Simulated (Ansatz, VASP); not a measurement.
**Two plane-wave programs on Sb**

```
Sb
1.0
     4.25244    0.00000    0.00000
    -2.12622    3.68272    0.00000
     0.00000    0.00000    9.70577
Sb
4
Direct
  0.00000 0.00000 0.78921
  0.00000 0.00000 0.21079
  0.33333 0.66667 0.62699
  0.66667 0.33333 0.37301
```

Alike in both runs: functional PBE; k mesh 12 × 12 × 4; occupations gaussian, width 0.01 eV; no spin polarisation.

Ansatz relaxed the structure, and its values are those at the end. VASP's run is a single point on that final structure, the one shown.

|  | VASP | Ansatz |
| --- | --- | --- |
| version | VASP 6.6.1 | Ansatz 0.2.0 |
| potentials or method | VASP PAW PBE potentials, release 64 (Sb), cutoff 520 eV | scalar-relativistic, plane waves, PAW |
| valence electrons in the cell | 20 | 60 |

|  | VASP | Ansatz | Ansatz less VASP |
| --- | --- | --- | --- |
| gap on the k mesh at the Fermi level (eV) | none | none | - |
| pressure (GPa) | 0.1 | 0.0 | -0.09 |
| rms of the force components (eV/Å) | 0.036 | 0.001 | -0.0346 |

A gap of «none» marks a metal or a gap that the smearing closes. VASP's potentials hold 20 valence electrons a cell and Ansatz's 60, so a difference there can come from the potentials and not from the codes.

Neither program's run includes spin-orbit coupling.
